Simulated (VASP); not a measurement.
# BaS (P6_3/mmc) in VASP: relaxation of cell and atoms with PBE

Aim: the relaxation of cell and atoms of BaS with PBE.

Program: VASP 6.6.1. These are calculated values, not measurements. Logs are shortened: lines on timing, memory, paths and dates and some standing lists are left out, and cuts for length are marked.

### Step 1. The cell of the first run

Symmetry: P6_3/mmc, No. 194, hexagonal system. The conventional cell has a = 4.546 Å, b = 4.546 Å, c = 14.847 Å, α = 90.00°, β = 90.00°, γ = 120.00°. Ba (site symmetry -3m) has 6 S at 3.21 Å within 4.2 Å. Within 4.2 Å of Ba (site symmetry -6m2) lie 6 S at 3.21 Å. Within 4.2 Å of S (site symmetry 3m) lie 6 Ba at 3.21 Å and 1 S at 3.71 Å.

### Step 2. Relaxation of cell and atoms, PBE

File INCAR:

```
ALGO = Normal
EDIFF = 1E-6
EDIFFG = -0.01
ENCUT = 600
GGA = PE
IBRION = 2
ISIF = 3
ISMEAR = 0
LASPH = True
LCHARG = False
LREAL = False
LWAVE = False
NELM = 60
NSW = 65
PREC = Accurate
SIGMA = 0.02
```

File KPOINTS:

```
k-points
0
Gamma
  9 9 3
```

File POSCAR:

```
BaS
1.0
    4.5460010326      0.0000000000      0.0000000000
   -2.2730005163      3.9369523798      0.0000000000
    0.0000000000      0.0000000000     14.8471725005
Ba S
4 4
Direct
    0.0000000000      0.0000000000      0.0000000000
    0.3333333333      0.6666666667      0.2500000000
    0.0000000000      0.0000000000      0.5000000000
    0.6666666667      0.3333333333      0.7500000000
    0.6666666667      0.3333333333      0.1250000000
    0.6666666667      0.3333333333      0.3750000000
    0.3333333333      0.6666666667      0.6250000000
    0.3333333333      0.6666666667      0.8750000000
```

Potentials or basis: VASP PAW PBE potentials, release 64 (Ba_sv, S).

Launch:

```sh
> cat potpaw_PBE.64/Ba_sv/POTCAR potpaw_PBE.64/S/POTCAR > POTCAR
> mpirun -np 1 vasp_std > vasp.out
```

OUTCAR:

```text
EDIFF = 1E-6
   EDIFFG = -0.01
   ENCUT = 600
   GGA = PE
   IBRION = 2
   ISIF = 3
   ISMEAR = 0
   LASPH = True
   LREAL = False
   NELM = 60
   NSW = 65
   PREC = Accurate

 ion  position               nearest neighbor table
   1  0.000  0.000  0.000-   5 3.21   8 3.21   8 3.21   5 3.21   5 3.21   8 3.21   2 4.55   4 4.55
                             2 4.55   4 4.55   2 4.55   4 4.55
   2  0.333  0.667  0.250-   5 3.21   6 3.21   5 3.21   6 3.21   5 3.21   6 3.21   1 4.55   3 4.55
                             1 4.55   3 4.55   1 4.55   3 4.55
   3  0.000  0.000  0.500-   6 3.21   7 3.21   7 3.21   6 3.21   6 3.21   7 3.21   2 4.55   4 4.55
                             2 4.55   4 4.55   2 4.55   4 4.55
   4  0.667  0.333  0.750-   7 3.21   8 3.21   7 3.21   8 3.21   7 3.21   8 3.21   1 4.55   3 4.55
                             1 4.55   3 4.55   1 4.55   3 4.55
   5  0.667  0.333  0.125-   2 3.21   1 3.21   2 3.21   1 3.21   1 3.21   2 3.21
   6  0.667  0.333  0.375-   2 3.21   3 3.21   2 3.21   3 3.21   3 3.21   2 3.21
   7  0.333  0.667  0.625-   4 3.21   3 3.21   4 3.21   3 3.21   3 3.21   4 3.21
   8  0.333  0.667  0.875-   4 3.21   1 3.21   4 3.21   1 3.21   1 3.21   4 3.21

  LATTYP: Found a hexagonal cell.
 ALAT       =     4.5460010326
 C/A-ratio  =     3.2659852899

  Lattice vectors:

 A1 = (   4.5460010326,   0.0000000000,   0.0000000000)
 A2 = (  -2.2730005163,   3.9369523798,   0.0000000000)
 A3 = (   0.0000000000,   0.0000000000,  14.8471725005)

Analysis of symmetry for initial positions (statically):
=====================================================================
 Subroutine PRICEL returns:
 Original cell was already a primitive cell.

 Routine SETGRP: Setting up the symmetry group for a
 hexagonal supercell.

 Subroutine GETGRP returns: Found 24 space group operations
 (whereof 12 operations were pure point group operations)
 out of a pool of 24 trial point group operations.

The static configuration has the point symmetry D_3d.
 The point group associated with its full space group is D_6h.

Analysis of symmetry for dynamics (positions and initial velocities):
=====================================================================
 Subroutine PRICEL returns:
 Original cell was already a primitive cell.

 Routine SETGRP: Setting up the symmetry group for a
 hexagonal supercell.

 Subroutine GETGRP returns: Found 24 space group operations
 (whereof 12 operations were pure point group operations)
 out of a pool of 24 trial point group operations.

The dynamic configuration has the point symmetry D_3d.
 The point group associated with its full space group is D_6h.

 Subroutine INISYM returns: Found 24 space group operations
 (whereof 12 operations are pure point group operations),
 and found     1 'primitive' translations

----------------------------------------------------------------------------------------

                                     Primitive cell

  volume of cell :     265.7256

  direct lattice vectors                    reciprocal lattice vectors
     4.546001033  0.000000000  0.000000000     0.219973553  0.127001790  0.000000000
    -2.273000516  3.936952380  0.000000000     0.000000000  0.254003580  0.000000000
     0.000000000  0.000000000 14.847172500     0.000000000  0.000000000  0.067352892

  length of vectors
     4.546001033  4.546001033 14.847172500     0.254003580  0.254003580  0.067352892

  position of ions in fractional coordinates (direct lattice)
     0.000000000  0.000000000  0.000000000
     0.333333333  0.666666667  0.250000000
     0.000000000  0.000000000  0.500000000
     0.666666667  0.333333333  0.750000000
     0.666666667  0.333333333  0.125000000
     0.666666667  0.333333333  0.375000000
     0.333333333  0.666666667  0.625000000
     0.333333333  0.666666667  0.875000000

  ion indices of the primitive-cell ions
   primitive index   ion index
                 1           1
                 2           2
                 3           3
                 4           4
                 5           5
                 6           6
                 7           7
                 8           8

----------------------------------------------------------------------------------------

 KPOINTS: k-points

Automatic generation of k-mesh.
 Grid dimensions read from file:
 generate k-points for:    9    9    3

 Generating k-lattice:

  Cartesian coordinates                     Fractional coordinates (reciprocal lattice)
     0.024441506  0.014111310  0.000000000     0.111111111  0.000000000  0.000000000
     0.000000000  0.028222620  0.000000000     0.000000000  0.111111111  0.000000000
     0.000000000  0.000000000  0.022450964     0.000000000  0.000000000  0.333333333

  Length of vectors
     0.028222620  0.028222620  0.022450964

  Shift w.r.t. Gamma in fractional coordinates (k-lattice)
     0.000000000  0.000000000  0.000000000

 Subroutine IBZKPT returns following result:
 ===========================================

 Found     24 irreducible k-points:

 Following reciprocal coordinates:
            Coordinates               Weight
  0.000000  0.000000  0.000000      1.000000
  0.111111  0.000000  0.000000      6.000000
  0.222222  0.000000  0.000000      6.000000
  0.333333 -0.000000  0.000000      6.000000
  0.444444  0.000000  0.000000      6.000000
  0.111111  0.111111  0.000000      6.000000
[... 16 lines left out ...]
  0.333333  0.222222  0.333333     24.000000
  0.333333  0.333333  0.333333      4.000000
   k-points           NKPTS =     24   k-points in BZ     NKDIM =     24   number of bands    NBANDS=     38
   number of dos      NEDOS =    301   number of ions     NIONS =      8
   total plane-waves  NPLWV = 155520
   dimension x,y,z NGX =    36 NGY =   36 NGZ =  120
   dimension x,y,z NGXF=    72 NGYF=   72 NGZF=  240
   ions per type =               4   4
   NGX,Y,Z   is equivalent  to a cutoff of  13.17, 13.17, 13.44 a.u.
   NGXF,Y,Z  is equivalent  to a cutoff of  26.33, 26.33, 26.87 a.u.
 SYSTEM =  unknown system
   PREC   = accura    normal or accurate (medium, high low for compatibility)
   ISTART =      0    job   : 0-new  1-cont  2-samecut
   ICHARG =      2    charge: 1-file 2-atom 10-const
   ISPIN  =      1    spin polarized calculation?
   LNONCOLLINEAR =      F non collinear calculations
   LSORBIT =      F    spin-orbit coupling
   LASPH  =      T    aspherical Exc in radial PAW
   ENCUT  =  600.0 eV  44.10 Ry    6.64 a.u.   9.08  9.08 29.65*2*pi/ulx,y,z
   NELM   =     60;   NELMIN=  2; NELMDL= -5     # of ELM steps
   EDIFF  = 0.1E-05   stopping-criterion for ELM
   LREAL  =      F    real-space projection
   EDIFFG = -.1E-01   stopping-criterion for IOM
   NSW    =     65    number of steps for IOM
   IBRION =      2    ionic relax: 0-MD 1-quasi-New 2-CG
   NFREE  =      1    steps in history (QN), initial steepest desc. (CG)
   ISIF   =      3    stress and relaxation
   ISYM   =      2    0-nonsym 1-usesym 2-fastsym
   POTIM  = 0.5000    time-step for ionic-motion
   TEBEG  =    0.0;   TEEND  =   0.0 temperature during run
   PSTRESS=    0.0 pullay stress
   NELECT =      64.0000    total number of electrons
   NUPDOWN=      -1.0000    fix difference up-down
   EMIN   =  10.00;   EMAX   =-10.00  energy-range for DOS
   EFERMI =   0.00;   METHOD = LEGACY
   ISMEAR =     0;   SIGMA  =   0.02  broadening in eV -4-tet -1-fermi 0-gaus
   EFERMI_NEDOS =   21; number of points for ismear=-14 and -15
   IALGO  =     38    algorithm
   IMIX   =      4    mixing-type and parameters
     AMIX     =   0.40;   BMIX     =  1.00
     AMIX_MAG =   1.60;   BMIX_MAG =  1.00
  volume/ion in A,a.u.               =      33.22       224.15
  Fermi-wavevector in a.u.,A,eV,Ry     =   1.018569  1.924816 14.115803  1.037482
  Thomas-Fermi vector in A             =   2.152034
   LORBIT       =      0    0 simple, 1 ext, 2 COOP (PROOUT), +10 PAW based schemes
   GGA     = PE    functional components
   LHFCALC =     F    Hartree Fock is set to
   AEXX    =    0.0000 exact exchange contribution
   IVDW    =     0    specifies the selected vdW correction
   LEPSILON=     F    determine dielectric tensor
   LRPA    =     F    only Hartree local field effects (RPA)
 conjugate gradient relaxation of ions
 non-spin polarized calculation
 Gauss-broadening in eV      SIGMA  =   0.02
  energy-cutoff  :      600.00
  volume of cell :      265.73
 maximum number of plane-waves:      8913
   NGX = 19   NGY = 19   NGZ = 59

--------------------------------------- Ionic step        1  -------------------------------------------

 number of electron      64.0000009 magnetization

 Free energy of the ion-electron system (eV)
  ---------------------------------------------------
  ext. energy  EPLUGINS =         0.00000000
  ---------------------------------------------------
  free energy    TOTEN  =       -40.46910901 eV

  energy without entropy =      -40.46910901  energy(sigma->0) =      -40.46910901

------------------------ aborting loop because EDIFF is reached ----------------------------------------

  FORCE on cell =-STRESS in cart. coord.  units (eV):
  Direction    XX          YY          ZZ          XY          YZ          ZX
  --------------------------------------------------------------------------------------
  -------------------------------------------------------------------------------------
  Total       -0.5132695     -0.5132695      2.7911609      0.0000000      0.0000000      0.0000000
  in kB       -3.0947290     -3.0947290     16.8291430      0.0000000      0.0000000      0.0000000
  external PRESSURE =       3.5465617 kB  Pullay stress =       0.0000000 kB
[... 237 lines left out ...]
  energy  without entropy=      -40.5224258287  energy(sigma->0) =      -40.52242583

--------------------------------------- Ionic step        7  -------------------------------------------

 number of electron      64.0000002 magnetization

 Free energy of the ion-electron system (eV)
  ---------------------------------------------------
  ext. energy  EPLUGINS =         0.00000000
  ---------------------------------------------------
  free energy    TOTEN  =       -40.52248018 eV

  energy without entropy =      -40.52248018  energy(sigma->0) =      -40.52248018

 E-fermi :   1.6738     XC(G=0):  -8.5086

 val. band max:        1.5814854330   @ k =   0.0000   0.0000   0.0000
 cond. band min:       3.6567748865   @ k =   0.4444   0.0000   0.0000
 fundamental gap:      2.0752894534
 Fermi energy:         1.6738297590

 k-point     1 :       0.0000    0.0000    0.0000
  band No.  band energies     occupation
      1     -24.9410      2.00000
      2     -24.9398      2.00000
      3     -24.7152      2.00000
      4     -24.7138      2.00000
      5     -10.9039      2.00000
      6     -10.5781      2.00000
[... 1008 lines left out ...]
  FREE ENERGIE OF THE ION-ELECTRON SYSTEM (eV)
  ---------------------------------------------------
  free  energy   TOTEN  =       -40.5224801779 eV

  energy  without entropy=      -40.5224801779  energy(sigma->0) =      -40.52248018

 reached required accuracy - stopping structural energy minimisation
```

It took 15 min on 1 thread of AMD EPYC 9R45 (Zen 5), shared host; peak memory 0.54 GiB.

What came out:

| Item | Value |
| --- | --- |
| Free energy | -40.5225 eV |
| Relaxed volume | 33.44 Å³/atom |
| Relaxed cell | a = 4.498 Å, b = 4.498 Å, c = 15.268 Å, α = 90.00°, β = 90.00°, γ = 120.00° |
| Space group after relaxing (to 0.1 Å) | P6_3/mmc (No. 194) |
| Energy gained by relaxing | 6.7 meV/atom |
| Ionic steps | 7 |
| Pressure after relaxing | 0.0 GPa |
| Largest force after relaxing | 0.009 eV/Å |
| Band gap on the k mesh | 2.08 eV (least direct gap 2.29 eV) |

Forces in eV/Å, atoms in the order of the input:
```
Ba   0.000  0.000  0.000
Ba   0.000  0.000  0.000
Ba   0.000  0.000  0.000
Ba   0.000  0.000  0.000
S    0.000  0.000 -0.009
S    0.000  0.000  0.009
S    0.000  0.000 -0.009
S    0.000  0.000  0.009
```

The path:
| step | energy change (eV) | largest force (eV/Å) | pressure (GPa) | volume (Å³) |
| --- | --- | --- | --- | --- |
| 1 | 0.0000 | 0.1988 | 0.35 | 265.73 |
| 2 | -0.0405 | 0.1074 | -0.11 | 268.53 |
| 3 | -0.0485 | 0.0487 | -0.41 | 270.41 |
| 4 | -0.0532 | 0.0096 | 0.07 | 267.13 |
| 5 | -0.0533 | 0.0152 | 0.00 | 267.58 |
| 6 | -0.0533 | 0.0146 | 0.00 | 267.53 |
| 7 | -0.0534 | 0.0095 | 0.01 | 267.52 |

Final structure:
```xyz
8
Lattice="4.4980 0.0000 0.0000 -2.2490 3.8954 0.0000 0.0000 0.0000 15.2683" Properties=species:S:1:pos:R:3 pbc="T T T"
Ba    0.0000    0.0000    0.0000
Ba    0.0000    2.5969    3.8171
Ba    0.0000    0.0000    7.6342
Ba    2.2490    1.2985   11.4512
S     2.2490    1.2985    1.8873
S     2.2490    1.2985    5.7469
S     0.0000    2.5969    9.5214
S     0.0000    2.5969   13.3811
```

Levels at points of the mesh, in eV from the valence-band top:
| k point | band 30 | band 31 | band 32 | band 33 | band 34 | band 35 |
| --- | --- | --- | --- | --- | --- | --- |
| (0.00, 0.00, 0.00) | -0.41 | -0.41 | 0.00 | 3.01 | 3.37 | 3.77 |

Caveat: spin-orbit coupling is left out, which moves the levels of the heavy elements.
